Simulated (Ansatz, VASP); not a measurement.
# Two plane-wave programs on Ni

```xyz
1
Lattice="-1.4003 1.4003 1.4003 1.4003 -1.4003 1.4003 1.4003 1.4003 -1.4003" Properties=species:S:1:pos:R:3 pbc="T T T"
Ni    0.0000    0.0000    0.0000
```

Alike in both runs: functional PBE; k mesh 16 × 16 × 16; occupations fermi-dirac, width 0.05 eV; collinear spin.

Ansatz relaxed the structure, and its values are those at the end. VASP's run is a single point on that final structure, the one shown.

|  | VASP | Ansatz |
| --- | --- | --- |
| version | VASP 6.6.1 | Ansatz 0.2.0 |
| potentials or method | VASP PAW PBE potentials, release 64 (Ni), cutoff 600 eV | plane waves (420 eV) with PAW, scalar-relativistic |
| valence electrons in the cell | 10 | 18 |

|  | VASP | Ansatz | Ansatz less VASP |
| --- | --- | --- | --- |
| pressure (GPa) | -0.2 | 0.0 | +0.21 |
| net moment per atom (μB) | 0.55 | 0.55 | +0.004 |
| size of the moment on the site where the two differ most (μB) | 0.56 | 0.59 | +0.026 |

Site moments also hang on the region over which each program counts them. VASP's potentials hold 10 valence electrons a cell and Ansatz's 18, so a difference there can come from the potentials and not from the codes.
